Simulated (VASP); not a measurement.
## BP: single point with PBE

The system is BP.

```
P B
1.0
     0.00000    2.26900    2.26900
     2.26900    0.00000    2.26900
     2.26900    2.26900    0.00000
P B
1 1
Direct
  0.75000 0.75000 0.75000
  0.00000 0.00000 0.00000
```

* Program: VASP 6.6.1
* Task: single point
* Functional: PBE
* Potentials or basis: VASP PAW PBE potentials, release 64 (P, B)
* Cutoff: 520 eV
* k mesh: 10 × 10 × 10
* Occupations: gaussian, width 0.019 eV
* Spin: no spin polarisation
* Dipole correction: no
* Further INCAR settings: ALGO = Normal; EDIFF = 1e-06; NBANDS = 11

```
Pressure               : 0.9 GPa
Band gap on the k mesh : 1.24 eV, indirect (least direct gap 3.40 eV)
```

Levels at points of the mesh, in eV from the valence-band top:
```tsv
k point	band 1	band 2	band 3	band 4	band 5	band 6	band 7	band 8	band 9
(0.00, 0.00, 0.00)	-15.46	0.00	0.00	0.00	3.40	3.40	3.40	7.37	11.51
(0.50, 0.00, 0.00)	-12.14	-9.03	-1.76	-1.76	3.78	4.71	4.71	10.13	14.63
(0.50, 0.50, 0.00)	-10.61	-8.58	-4.11	-4.11	1.33	1.66	12.12	12.12	15.23
```

Run time: 16 s on 1 thread of Intel Xeon 6975P-C (shared host), peak memory 0.13 GiB.

A k mesh can miss the band edges. As with any semilocal functional, this PBE gap is likely too small.
